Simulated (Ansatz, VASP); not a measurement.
MgO in VASP and in Ansatz

File INCAR:

```
ALGO     = Normal         # electronic algorithm
EDIFF    = 1E-7           # SCF threshold, eV
ENCUT    = 520            # plane-wave cutoff, eV
GGA      = PE             # functional
ISIF     = 2              # what is computed and relaxed
ISMEAR   = 0              # smearing method
LASPH    = T              # aspherical terms in the spheres
LCHARG   = T              # write CHGCAR
LELF     = T              # ELF
LREAL    = F              # projectors in reciprocal space
LVHAR    = T            
LWAVE    = F              # write WAVECAR
NBANDS   = 16             # bands
NELM     = 60             # most SCF steps
PREC     = Accurate       # precision mode
SIGMA    = 0.05           # smearing width, eV
```

File KPOINTS:

```
k-points
0
Gamma
  9 9 6
```

Contents of POSCAR:

```
MgO
1.0
    3.5394678201      0.0000000000      0.0000000000
   -1.7697339101      3.0652690481      0.0000000000
    0.0000000000      0.0000000000      4.3301849311
Mg O
2 2
Direct
    0.6666666667      0.3333333333      0.7500000000
    0.3333333333      0.6666666667      0.2500000000
    0.6666666667      0.3333333333      0.2500000000
    0.3333333333      0.6666666667      0.7500000000
```

Input for Ansatz:

```yaml
crystal:
  lattice:
    - [3.5394678201, 0.0, 0.0]
    - [-1.7697339101, 3.0652690481, 0.0]
    - [0.0, 0.0, 4.3301849311]
  atoms:
    - { symbol: Mg, position: [0.6666666667, 0.3333333333, 0.75] }
    - { symbol: Mg, position: [0.3333333333, 0.6666666667, 0.25] }
    - { symbol: O, position: [0.6666666667, 0.3333333333, 0.25] }
    - { symbol: O, position: [0.3333333333, 0.6666666667, 0.75] }
basis:
  ecutwfc: 520.0
kpoints:
  mp_grid: { grid: [9, 9, 6] }
hamiltonian:
  xc: pbe
  pseudopotentials: { kind: paw, azcp: { folder: soft_1 } }
scf:
  occupations: { method: gaussian, width: 0.05 }
output:
  forces: true
  stress: true
  eigenvalues: true
```

Alike in both runs: task single point; functional PBE; k mesh 9 × 9 × 6; occupations gaussian, width 0.05 eV; no spin polarisation.

|  | VASP | Ansatz |
| --- | --- | --- |
| version | VASP 6.6.1 | Ansatz 0.2.0 |
| potentials or method | VASP PAW PBE potentials, release 64 (Mg, O), cutoff 520 eV | scalar-relativistic, plane waves, PAW |
| valence electrons in the cell | 16 | 32 |

Ansatz gave:

| Item | Value |
| --- | --- |
| gap on the k mesh at the Fermi level (eV) | 3.10 |
| least direct gap on the mesh (eV) | 3.10 |
| pressure (GPa) | -3.7 |
| traceless stress, the component that is largest in VASP (GPa) | -1.42 |

Q: Estimate VASP's values.

A: gap on the k mesh at the Fermi level (eV): 3.08; least direct gap on the mesh (eV): 3.08; pressure (GPa): -4.2; traceless stress, the component that is largest in VASP (GPa): -1.52.

VASP's potentials hold 16 valence electrons a cell and Ansatz's 32, so a difference there can come from the potentials and not from the codes.
